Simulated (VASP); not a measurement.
# Ge (C2/c) in VASP: notebook

The runs below take Ge through single point, with LDA.

All numbers are computed with VASP 6.6.1; they aren't measurements. Logs are shortened: lines on timing, memory, paths and dates and some standing lists are left out, and cuts for length are marked.

**1. The cell of the first run**

It takes space group C2/c (No. 15, monoclinic). The conventional cell has a = 2.665 Å, b = 6.859 Å, c = 3.693 Å, α = 90.00°, β = 110.95°, γ = 90.00°. Ge (site symmetry 2) has 10 Ge at 2.52 to 3.15 Å within 3.3 Å.

**2. Single point, LDA (15.76 Å³/atom)**

Input file INCAR:

```
SYSTEM = Ge
  ALGO = Normal
  EDIFF = 1E-6
  ENCUT = 500
  GGA = CA
  GGA_COMPAT = .FALSE.
  ISIF = 2
  ISMEAR = -1
  LASPH = .TRUE.
  LCHARG = .FALSE.
  LREAL = .FALSE.
  LWAVE = .FALSE.
  NBANDS = 21
  NELM = 120
  PREC = Accurate
  SIGMA = 0.1
```

Input file KPOINTS:

```
k-points
0
G
  14 14 10
  0 0 0
```

Input file POSCAR:

```
Ge
1.0
   -2.4234107593      2.4266850595      1.3327210689
    2.4266850595     -2.4234107593      1.3327210689
    2.4371577662      2.4371577662     -1.3267241822
Ge
2
Direct
    0.9998962798      0.0001037202      1.0000000000
    0.7501037202      0.2498962798      0.5000000000
```

Potentials or basis: VASP PAW LDA potentials, release 64 (Ge_d).

The run is started by

```sh
$ cat potpaw_LDA.64/Ge_d/POTCAR > POTCAR
$ mpirun -np 1 vasp_std > vasp.out
```

OUTCAR:

```text
SYSTEM = Ge
   EDIFF = 1E-6
   ENCUT = 500
   GGA = CA
   ISIF = 2
   ISMEAR = -1
   LASPH = .TRUE.
   LREAL = .FALSE.
   NELM = 120
   PREC = Accurate

 ion  position               nearest neighbor table
   1  1.000  0.000  0.000-   2 2.52   2 2.52   2 2.52   2 2.52
   2  0.750  0.250  0.500-   1 2.52   1 2.52   1 2.52   1 2.52

  LATTYP: Found a base centered monoclinic cell.
 ALAT       =     2.6654461600
 B/A-ratio  =     2.5733295193
 C/A-ratio  =     1.3855814643
 COS(beta)  =    -0.3576131883

  Lattice vectors:

 A1 = (  -2.4234107593,   2.4266850595,   1.3327210689)
 A2 = (   2.4266850595,  -2.4234107593,   1.3327210689)
 A3 = (   2.4371577662,   2.4371577662,  -1.3267241822)

Analysis of symmetry for initial positions (statically):
=====================================================================
 Subroutine PRICEL returns:
 Original cell was already a primitive cell.

 Routine SETGRP: Setting up the symmetry group for a
 base centered monoclinic supercell.

 Subroutine GETGRP returns: Found  4 space group operations
 (whereof  2 operations were pure point group operations)
 out of a pool of  4 trial point group operations.

The static configuration has the point symmetry C_2 .
 The point group associated with its full space group is C_2h.

Analysis of symmetry for dynamics (positions and initial velocities):
=====================================================================
 Subroutine PRICEL returns:
 Original cell was already a primitive cell.

 Routine SETGRP: Setting up the symmetry group for a
 base centered monoclinic supercell.

 Subroutine GETGRP returns: Found  4 space group operations
 (whereof  2 operations were pure point group operations)
 out of a pool of  4 trial point group operations.

The dynamic configuration has the point symmetry C_2 .
 The point group associated with its full space group is C_2h.

 Subroutine INISYM returns: Found  4 space group operations
 (whereof  2 operations are pure point group operations),
 and found     1 'primitive' translations

----------------------------------------------------------------------------------------

                                     Primitive cell

  volume of cell :      31.5278

  direct lattice vectors                    reciprocal lattice vectors
    -2.423410759  2.426685060  1.332721069    -0.001042060  0.205139434  0.374921560
     2.426685060 -2.423410759  1.332721069     0.205139434 -0.001042060  0.374921560
     2.437157766  2.437157766 -1.326724182     0.205019908  0.205019908 -0.000503704

  length of vectors
     3.679383852  3.679383852  3.693192794     0.427375069  0.427375069  0.289942373

  position of ions in fractional coordinates (direct lattice)
     0.999896280  0.000103720  1.000000000
     0.750103720  0.249896280  0.500000000

  ion indices of the primitive-cell ions
   primitive index   ion index
                 1           1
                 2           2

----------------------------------------------------------------------------------------

 KPOINTS: k-points

Automatic generation of k-mesh.
 Grid dimensions read from file:
 generate k-points for:   14   14   10

 Generating k-lattice:

  Cartesian coordinates                     Fractional coordinates (reciprocal lattice)
    -0.000074433  0.014652817  0.026780111     0.071428571  0.000000000  0.000000000
     0.014652817 -0.000074433  0.026780111     0.000000000  0.071428571  0.000000000
     0.020501991  0.020501991 -0.000050370    -0.000000000 -0.000000000  0.100000000

  Length of vectors
     0.030526791  0.030526791  0.028994237

  Shift w.r.t. Gamma in fractional coordinates (k-lattice)
     0.000000000  0.000000000  0.000000000

 Subroutine IBZKPT returns following result:
 ===========================================

 Found    534 irreducible k-points:

 Following reciprocal coordinates:
            Coordinates               Weight
  0.000000  0.000000  0.000000      1.000000
  0.071429  0.000000  0.000000      4.000000
  0.142857 -0.000000  0.000000      4.000000
  0.214286 -0.000000  0.000000      4.000000
  0.285714 -0.000000  0.000000      4.000000
  0.357143  0.000000 -0.000000      4.000000
[... 16 lines left out ...]
  0.214286  0.142857 -0.000000      4.000000
  0.285714  0.142857 -0.000000      4.000000
 [... further k-points ...]
   k-points           NKPTS =    534   k-points in BZ     NKDIM =    534   number of bands    NBANDS=     21
   number of dos      NEDOS =    301   number of ions     NIONS =      2
   total plane-waves  NPLWV =  21952
   dimension x,y,z NGX =    28 NGY =   28 NGZ =   28
   dimension x,y,z NGXF=    56 NGYF=   56 NGZF=   56
   ions per type =               2
   NGX,Y,Z   is equivalent  to a cutoff of  12.65, 12.65, 12.60 a.u.
   NGXF,Y,Z  is equivalent  to a cutoff of  25.30, 25.30, 25.21 a.u.
 SYSTEM =  Ge
   PREC   = accura    normal or accurate (medium, high low for compatibility)
   ISTART =      0    job   : 0-new  1-cont  2-samecut
   ICHARG =      2    charge: 1-file 2-atom 10-const
   ISPIN  =      1    spin polarized calculation?
   LNONCOLLINEAR =      F non collinear calculations
   LSORBIT =      F    spin-orbit coupling
   LASPH  =      T    aspherical Exc in radial PAW
   ENCUT  =  500.0 eV  36.75 Ry    6.06 a.u.   6.71  6.71  6.73*2*pi/ulx,y,z
   NELM   =    120;   NELMIN=  2; NELMDL= -5     # of ELM steps
   EDIFF  = 0.1E-05   stopping-criterion for ELM
   LREAL  =      F    real-space projection
   EDIFFG = 0.1E-04   stopping-criterion for IOM
   NSW    =      0    number of steps for IOM
   IBRION =     -1    ionic relax: 0-MD 1-quasi-New 2-CG
   NFREE  =      0    steps in history (QN), initial steepest desc. (CG)
   ISIF   =      2    stress and relaxation
   ISYM   =      2    0-nonsym 1-usesym 2-fastsym
   POTIM  = 0.5000    time-step for ionic-motion
   TEBEG  =    0.0;   TEEND  =   0.0 temperature during run
   PSTRESS=    0.0 pullay stress
   NELECT =      28.0000    total number of electrons
   NUPDOWN=      -1.0000    fix difference up-down
   EMIN   =  10.00;   EMAX   =-10.00  energy-range for DOS
   EFERMI =   0.00;   METHOD = LEGACY
   ISMEAR =    -1;   SIGMA  =   0.10  broadening in eV -4-tet -1-fermi 0-gaus
   EFERMI_NEDOS =   21; number of points for ismear=-14 and -15
   IALGO  =     38    algorithm
   IMIX   =      4    mixing-type and parameters
     AMIX     =   0.40;   BMIX     =  1.00
     AMIX_MAG =   1.60;   BMIX_MAG =  1.00
  volume/ion in A,a.u.               =      15.76       106.38
  Fermi-wavevector in a.u.,A,eV,Ry     =   1.573607  2.973686 33.691284  2.476240
  Thomas-Fermi vector in A             =   2.674866
   LORBIT       =      0    0 simple, 1 ext, 2 COOP (PROOUT), +10 PAW based schemes
   GGA     = CA    functional components
   LHFCALC =     F    Hartree Fock is set to
   AEXX    =    0.0000 exact exchange contribution
   IVDW    =     0    specifies the selected vdW correction
   LEPSILON=     F    determine dielectric tensor
   LRPA    =     F    only Hartree local field effects (RPA)
 non-spin polarized calculation
  energy-cutoff  :      500.00
  volume of cell :       31.53
 maximum number of plane-waves:       812
   NGX = 13   NGY = 13   NGZ = 13

 number of electron      28.0000008 magnetization

 Free energy of the ion-electron system (eV)
  ---------------------------------------------------
  ext. energy  EPLUGINS =         0.00000000
  ---------------------------------------------------
  free energy    TOTEN  =        -9.86105644 eV

  energy without entropy =       -9.84013631  energy(sigma->0) =       -9.85059638

 E-fermi :   8.4484     XC(G=0): -12.4557

 val. band max:        8.4190757829   @ k =  -0.3571   0.2143   0.3000
 cond. band min:       8.4609624413   @ k =  -0.2143   0.5000   0.1000
 fundamental gap:      0.0418866584
 Fermi energy:         8.4484419835

 k-point     1 :       0.0000    0.0000    0.0000
  band No.  band energies     occupation
      1     -16.6065      2.00000
      2     -16.5185      2.00000
      3     -16.4998      2.00000
      4     -16.4754      2.00000
      5     -16.3139      2.00000
      6     -16.3137      2.00000
[... 13 lines left out ...]
     20      21.0993      0.00000
     21      22.0423      0.00000

 k-point     2 :       0.0714    0.0000    0.0000
  band No.  band energies     occupation
      1     -16.6034      2.00000
      2     -16.5086      2.00000
      3     -16.4953      2.00000
      4     -16.4629      2.00000
      5     -16.3234      2.00000
      6     -16.3220      2.00000
[... 13 lines left out ...]
     20      20.9943      0.00000
     21      21.6888      0.00000

 k-point     3 :       0.1429   -0.0000    0.0000
  band No.  band energies     occupation
      1     -16.5940      2.00000
      2     -16.4826      2.00000
      3     -16.4825      2.00000
      4     -16.4313      2.00000
      5     -16.3437      2.00000
      6     -16.3328      2.00000
[... 13 lines left out ...]
     20      19.6206      0.00000
     21      20.2129      0.00000

 k-point     4 :       0.2143   -0.0000    0.0000
  band No.  band energies     occupation
      1     -16.5793      2.00000
      2     -16.4648      2.00000
      3     -16.4522      2.00000
      4     -16.4020      2.00000
      5     -16.3678      2.00000
      6     -16.3299      2.00000
[... 13 lines left out ...]
     20      18.3469      0.00000
     21      20.0973      0.00000

 k-point     5 :       0.2857   -0.0000    0.0000
  band No.  band energies     occupation
      1     -16.5635      2.00000
      2     -16.4489      2.00000
      3     -16.4345      2.00000
      4     -16.4023      2.00000
      5     -16.3870      2.00000
      6     -16.3353      2.00000
[... 13 lines left out ...]
     20      17.4289      0.00000
     21      20.8006      0.00000
[... 382 lines left out ...]
     20      21.5843      0.00000
     21      21.9516      0.00000

 k-point    22 :       0.1429    0.1429    0.0000
  band No.  band energies     occupation
      1     -16.5737      2.00000
      2     -16.4547      2.00000
      3     -16.4343      2.00000
      4     -16.3866      2.00000
      5     -16.3633      2.00000
      6     -16.3547      2.00000
[... 13 lines left out ...]
     20      18.1390      0.00000
     21      19.1004      0.00000

 k-point    23 :       0.2143    0.1429   -0.0000
  band No.  band energies     occupation
      1     -16.5631      2.00000
      2     -16.4478      2.00000
      3     -16.4369      2.00000
      4     -16.3871      2.00000
      5     -16.3829      2.00000
      6     -16.3639      2.00000
[... 13 lines left out ...]
     20      17.8976      0.00000
     21      19.6813      0.00000

 k-point    24 :       0.2857    0.1429   -0.0000
  band No.  band energies     occupation
      1     -16.5550      2.00000
      2     -16.4609      2.00000
      3     -16.4233      2.00000
      4     -16.4126      2.00000
      5     -16.3746      2.00000
      6     -16.3721      2.00000
[... 13 lines left out ...]
     20      18.4574      0.00000
     21      20.8312      0.00000

 [... further k-points ...]

------------------------ aborting loop because EDIFF is reached ----------------------------------------

  FORCE on cell =-STRESS in cart. coord.  units (eV):
  Direction    XX          YY          ZZ          XY          YZ          ZX
  --------------------------------------------------------------------------------------
  -------------------------------------------------------------------------------------
  Total        2.7826632      2.7826632      2.8912440     -0.1039889     -0.0027406     -0.0027405
  in kB      141.4092046    141.4092046    146.9270550     -5.2844997     -0.1392701     -0.1392684
  external PRESSURE =     143.2484881 kB  Pullay stress =       0.0000000 kB

 VOLUME and BASIS-vectors are now :
 -----------------------------------------------------------------------------
  energy-cutoff  :      500.00
  volume of cell :       31.53
      direct lattice vectors                 reciprocal lattice vectors
    -2.423410759  2.426685060  1.332721069    -0.001042060  0.205139434  0.374921560
     2.426685060 -2.423410759  1.332721069     0.205139434 -0.001042060  0.374921560
     2.437157766  2.437157766 -1.326724182     0.205019908  0.205019908 -0.000503704

 POSITION                                       TOTAL-FORCE (eV/Angst)
 -----------------------------------------------------------------------------------
     -2.42291      2.42618      1.33272        -0.007130      0.007130      0.000000
      0.00719      2.43324      0.66936         0.007130     -0.007130     -0.000000
 -----------------------------------------------------------------------------------
    total drift:                                0.000000     -0.000000      0.000000

  FREE ENERGIE OF THE ION-ELECTRON SYSTEM (eV)
  ---------------------------------------------------
  free  energy   TOTEN  =        -9.8610564395 eV

  energy  without entropy=       -9.8401363110  energy(sigma->0) =       -9.85059638
```

Wall time 5.1 min (1 thread of Oxide Virtual Turin-like, shared host); peak memory 0.31 GiB.

What came out:

```
Free energy            : -9.8611 eV
Pressure               : 14.3 GPa
Largest force          : 0.010 eV/Å
Band gap on the k mesh : zero (bands 14 and 15 overlap by 6.26 eV)
```

Forces in eV/Å, atoms in the order of the input:
```
Ge  -0.007  0.007  0.000
Ge   0.007 -0.007  0.000
```

Caveat: the cell stands under pressure.

[end of part 1 of 2]

The gap in the log of VASP goes by the Fermi energy; the results here count the filled bands.